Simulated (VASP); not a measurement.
# Be2ZnSe3 (P-4m2) in VASP: further runs, part 2 of 2

VASP 6.6.1. The steps go on from the part before.

### Step 3. Single point, PBE

This run uses another cell than the first one, of 22.87 Å³/atom, 1.191 times its volume.

Input file INCAR:

```
ALGO = Normal
EDIFF = 1E-7
ENCUT = 520
GGA = PE
ISIF = 2
ISMEAR = 0
LASPH = True
LCHARG = False
LREAL = False
LWAVE = False
NBANDS = 26
NELM = 80
PREC = Accurate
SIGMA = 0.1
```

Input file KPOINTS:

```
k-points
0
Gamma
  6 6 2
```

Input file POSCAR:

```
Be2ZnSe3
1.0
    3.4703652468      0.0000000000      0.0000000000
    0.0000000000      3.4703652468      0.0000000000
    0.0000000000      0.0000000000     11.3956076846
Be Zn Se
2 1 3
Direct
    0.0000000000      0.5000000000      0.5704399257
    0.5000000000      0.0000000000      0.4295600743
    0.0000000000      0.0000000000      0.0000000000
    0.0000000000      0.5000000000      0.3775674677
    0.5000000000      0.0000000000      0.6224325323
    0.5000000000      0.5000000000      0.0000000000
```

Potentials or basis: VASP PAW PBE potentials, release 64 (Be, Zn, Se).

The run is started by

```sh
$ cat potpaw_PBE.64/Be/POTCAR potpaw_PBE.64/Zn/POTCAR potpaw_PBE.64/Se/POTCAR > POTCAR
$ mpirun -np 1 vasp_std > vasp.out
```

OUTCAR:

```text
EDIFF = 1E-7
   ENCUT = 520
   GGA = PE
   ISIF = 2
   ISMEAR = 0
   LASPH = True
   LREAL = False
   NELM = 80
   PREC = Accurate

 ion  position               nearest neighbor table
   1  0.000  0.500  0.570-   4 2.20   5 2.52   5 2.52   5 2.52   5 2.52
   2  0.500  0.000  0.430-   5 2.20   4 2.52   4 2.52   4 2.52   4 2.52
   3  0.000  0.000  0.000-   6 2.45   6 2.45   6 2.45   6 2.45
   4  0.000  0.500  0.378-   1 2.20   2 2.52   2 2.52   2 2.52   2 2.52
   5  0.500  0.000  0.622-   2 2.20   1 2.52   1 2.52   1 2.52   1 2.52
   6  0.500  0.500  0.000-   3 2.45   3 2.45   3 2.45   3 2.45

  LATTYP: Found a simple tetragonal cell.
 ALAT       =     3.4703652468
 C/A-ratio  =     3.2836911605

  Lattice vectors:

 A1 = (   3.4703652468,   0.0000000000,   0.0000000000)
 A2 = (   0.0000000000,   3.4703652468,   0.0000000000)
 A3 = (   0.0000000000,   0.0000000000,  11.3956076846)

Analysis of symmetry for initial positions (statically):
=====================================================================
 Subroutine PRICEL returns:
 Original cell was already a primitive cell.

 Routine SETGRP: Setting up the symmetry group for a
 simple tetragonal supercell.

 Subroutine GETGRP returns: Found  8 space group operations
 (whereof  8 operations were pure point group operations)
 out of a pool of 16 trial point group operations.

The static configuration has the point symmetry D_2d.

Analysis of symmetry for dynamics (positions and initial velocities):
=====================================================================
 Subroutine PRICEL returns:
 Original cell was already a primitive cell.

 Routine SETGRP: Setting up the symmetry group for a
 simple tetragonal supercell.

 Subroutine GETGRP returns: Found  8 space group operations
 (whereof  8 operations were pure point group operations)
 out of a pool of 16 trial point group operations.

The dynamic configuration has the point symmetry D_2d.

 Subroutine INISYM returns: Found  8 space group operations
 (whereof  8 operations are pure point group operations),
 and found     1 'primitive' translations

----------------------------------------------------------------------------------------

                                     Primitive cell

  volume of cell :     137.2423

  direct lattice vectors                    reciprocal lattice vectors
     3.470365247  0.000000000  0.000000000     0.288154107  0.000000000  0.000000000
     0.000000000  3.470365247  0.000000000     0.000000000  0.288154107  0.000000000
     0.000000000  0.000000000 11.395607685     0.000000000  0.000000000  0.087753109

  length of vectors
     3.470365247  3.470365247 11.395607685     0.288154107  0.288154107  0.087753109

  position of ions in fractional coordinates (direct lattice)
     0.000000000  0.500000000  0.570439926
     0.500000000  0.000000000  0.429560074
     0.000000000  0.000000000  0.000000000
     0.000000000  0.500000000  0.377567468
     0.500000000  0.000000000  0.622432532
     0.500000000  0.500000000  0.000000000

  ion indices of the primitive-cell ions
   primitive index   ion index
                 1           1
                 2           2
[... 29 lines left out ...]
 Found     20 irreducible k-points:

 Following reciprocal coordinates:
            Coordinates               Weight
  0.000000  0.000000  0.000000      1.000000
  0.166667  0.000000  0.000000      4.000000
  0.333333  0.000000  0.000000      4.000000
  0.500000  0.000000  0.000000      2.000000
  0.166667  0.166667  0.000000      4.000000
  0.333333  0.166667  0.000000      8.000000
[... 12 lines left out ...]
  0.500000  0.333333  0.500000      4.000000
  0.500000  0.500000  0.500000      1.000000
   k-points           NKPTS =     20   k-points in BZ     NKDIM =     20   number of bands    NBANDS=     26
   number of dos      NEDOS =    301   number of ions     NIONS =      6
   total plane-waves  NPLWV =  70560
   dimension x,y,z NGX =    28 NGY =   28 NGZ =   90
   dimension x,y,z NGXF=    56 NGYF=   56 NGZF=  180
   ions per type =               2   1   3
   NGX,Y,Z   is equivalent  to a cutoff of  13.41, 13.41, 13.13 a.u.
   NGXF,Y,Z  is equivalent  to a cutoff of  26.83, 26.83, 26.26 a.u.
 SYSTEM =  unknown system
   PREC   = accura    normal or accurate (medium, high low for compatibility)
   ISTART =      0    job   : 0-new  1-cont  2-samecut
   ICHARG =      2    charge: 1-file 2-atom 10-const
   ISPIN  =      1    spin polarized calculation?
   LNONCOLLINEAR =      F non collinear calculations
   LSORBIT =      F    spin-orbit coupling
   LASPH  =      T    aspherical Exc in radial PAW
   ENCUT  =  520.0 eV  38.22 Ry    6.18 a.u.   6.45  6.45 21.19*2*pi/ulx,y,z
   NELM   =     80;   NELMIN=  2; NELMDL= -5     # of ELM steps
   EDIFF  = 0.1E-06   stopping-criterion for ELM
   LREAL  =      F    real-space projection
   EDIFFG = 0.1E-05   stopping-criterion for IOM
   NSW    =      0    number of steps for IOM
   IBRION =     -1    ionic relax: 0-MD 1-quasi-New 2-CG
   NFREE  =      0    steps in history (QN), initial steepest desc. (CG)
   ISIF   =      2    stress and relaxation
   ISYM   =      2    0-nonsym 1-usesym 2-fastsym
   POTIM  = 0.5000    time-step for ionic-motion
   TEBEG  =    0.0;   TEEND  =   0.0 temperature during run
   PSTRESS=    0.0 pullay stress
   NELECT =      34.0000    total number of electrons
   NUPDOWN=      -1.0000    fix difference up-down
   EMIN   =  10.00;   EMAX   =-10.00  energy-range for DOS
   EFERMI =   0.00;   METHOD = LEGACY
   ISMEAR =     0;   SIGMA  =   0.10  broadening in eV -4-tet -1-fermi 0-gaus
   EFERMI_NEDOS =   21; number of points for ismear=-14 and -15
   IALGO  =     38    algorithm
   IMIX   =      4    mixing-type and parameters
     AMIX     =   0.40;   BMIX     =  1.00
     AMIX_MAG =   1.60;   BMIX_MAG =  1.00
  volume/ion in A,a.u.               =      22.87       154.36
  Fermi-wavevector in a.u.,A,eV,Ry     =   1.028186  1.942991 14.383634  1.057167
  Thomas-Fermi vector in A             =   2.162170
   LORBIT       =      0    0 simple, 1 ext, 2 COOP (PROOUT), +10 PAW based schemes
   GGA     = PE    functional components
   LHFCALC =     F    Hartree Fock is set to
   AEXX    =    0.0000 exact exchange contribution
   IVDW    =     0    specifies the selected vdW correction
   LEPSILON=     F    determine dielectric tensor
   LRPA    =     F    only Hartree local field effects (RPA)
 non-spin polarized calculation
 Gauss-broadening in eV      SIGMA  =   0.10
  energy-cutoff  :      520.00
  volume of cell :      137.24
 maximum number of plane-waves:      3731
 NGX is ok and might be reduce to    28
   NGX = 13   NGY = 13   NGZ = 43

 number of electron      34.0000010 magnetization

 Free energy of the ion-electron system (eV)
  ---------------------------------------------------
  ext. energy  EPLUGINS =         0.00000000
  ---------------------------------------------------
  free energy    TOTEN  =       -20.57107861 eV

  energy without entropy =      -20.55829193  energy(sigma->0) =      -20.56468527

 E-fermi :   1.9669     XC(G=0):  -8.3720

 val. band max:        1.9503588184   @ k =   0.5000   0.3333   0.5000
 cond. band min:       2.4827844308   @ k =   0.5000   0.5000   0.5000
 fundamental gap:      0.5324256124
 Fermi energy:         1.9669160972

 k-point     1 :       0.0000    0.0000    0.0000
  band No.  band energies     occupation
      1     -12.3078      2.00000
      2     -11.8817      2.00000
      3     -11.1170      2.00000
      4      -5.2198      2.00000
      5      -5.0910      2.00000
      6      -4.9542      2.00000
[... 569 lines left out ...]
     25       8.5573      0.00000
     26       8.9452      0.00000

------------------------ aborting loop because EDIFF is reached ----------------------------------------

  FORCE on cell =-STRESS in cart. coord.  units (eV):
  Direction    XX          YY          ZZ          XY          YZ          ZX
  --------------------------------------------------------------------------------------
  -------------------------------------------------------------------------------------
  Total        0.1735998      0.1735998      0.2536963      0.0000000      0.0000000     -0.0000000
  in kB        2.0266181      2.0266181      2.9616709      0.0000000      0.0000000     -0.0000000
  external PRESSURE =       2.3383023 kB  Pullay stress =       0.0000000 kB

 VOLUME and BASIS-vectors are now :
 -----------------------------------------------------------------------------
  energy-cutoff  :      520.00
  volume of cell :      137.24
      direct lattice vectors                 reciprocal lattice vectors
     3.470365247  0.000000000  0.000000000     0.288154107  0.000000000  0.000000000
     0.000000000  3.470365247  0.000000000     0.000000000  0.288154107  0.000000000
     0.000000000  0.000000000 11.395607685     0.000000000  0.000000000  0.087753109

 POSITION                                       TOTAL-FORCE (eV/Angst)
 -----------------------------------------------------------------------------------
      0.00000      1.73518      6.50051         0.000000      0.000000      0.031000
      1.73518      0.00000      4.89510        -0.000000      0.000000     -0.031000
      0.00000      0.00000      0.00000         0.000000      0.000000      0.000000
      0.00000      1.73518      4.30261         0.000000      0.000000     -0.037422
      1.73518      0.00000      7.09300         0.000000      0.000000      0.037422
      1.73518      1.73518      0.00000         0.000000     -0.000000      0.000000
 -----------------------------------------------------------------------------------
    total drift:                               -0.000000     -0.000000     -0.000000

  FREE ENERGIE OF THE ION-ELECTRON SYSTEM (eV)
  ---------------------------------------------------
  free  energy   TOTEN  =       -20.5710786056 eV

  energy  without entropy=      -20.5582919332  energy(sigma->0) =      -20.56468527
```

stdout:

```text
POSCAR found type information on POSCAR BeZnSe
 POSCAR found :  3 types and       6 ions
 scaLAPACK will be used
 LDA part: xc-table for (Slater+PW92), standard interpolation
 POSCAR, INCAR and KPOINTS ok, starting setup
 FFT: planning ... GRIDC
 FFT: planning ... GRID_SOFT
 FFT: planning ... GRID
 WAVECAR not read
 entering main loop
```

Run time: 44 s. Hardware: 1 thread of Intel Xeon 6975P-C (Granite Rapids), shared host; peak memory 0.28 GiB.

What came out:

```
Free energy            : -20.5711 eV
Pressure               : 0.2 GPa
Largest force          : 0.037 eV/Å
Band gap on the k mesh : zero (band 17 reaches 2.61 eV, above the bottom of band 18 at 1.27 eV)
```

Forces on the atoms (eV/Å):
```
Be   0.000  0.000  0.031
Be   0.000  0.000 -0.031
Zn   0.000  0.000  0.000
Se   0.000  0.000 -0.037
Se   0.000  0.000  0.037
Se   0.000  0.000  0.000
```

Levels at points of the mesh, in eV from the Fermi level:
| k point | band 14 | band 15 | band 16 | band 17 | band 18 | band 19 | band 20 | band 21 |
| --- | --- | --- | --- | --- | --- | --- | --- | --- |
| (0.00, 0.00, 0.00) | -1.50 | -1.50 | -0.73 | -0.73 | 0.88 | 1.73 | 2.06 | 4.56 |
| (0.50, 0.00, 0.00) | -1.25 | -0.37 | -0.37 | 0.64 | 2.34 | 3.49 | 3.59 | 4.13 |
| (0.50, 0.50, 0.00) | -3.75 | -2.87 | -2.87 | -1.36 | -0.69 | 0.52 | 0.52 | 4.23 |
| (0.00, 0.00, 0.50) | -1.50 | -1.50 | -0.73 | -0.73 | 0.92 | 1.73 | 2.08 | 4.65 |
| (0.50, 0.00, 0.50) | -1.20 | -0.37 | -0.37 | 0.64 | 2.58 | 3.43 | 3.44 | 4.13 |
| (0.50, 0.50, 0.50) | -3.75 | -2.87 | -2.87 | -1.35 | -0.70 | 0.52 | 0.52 | 4.01 |
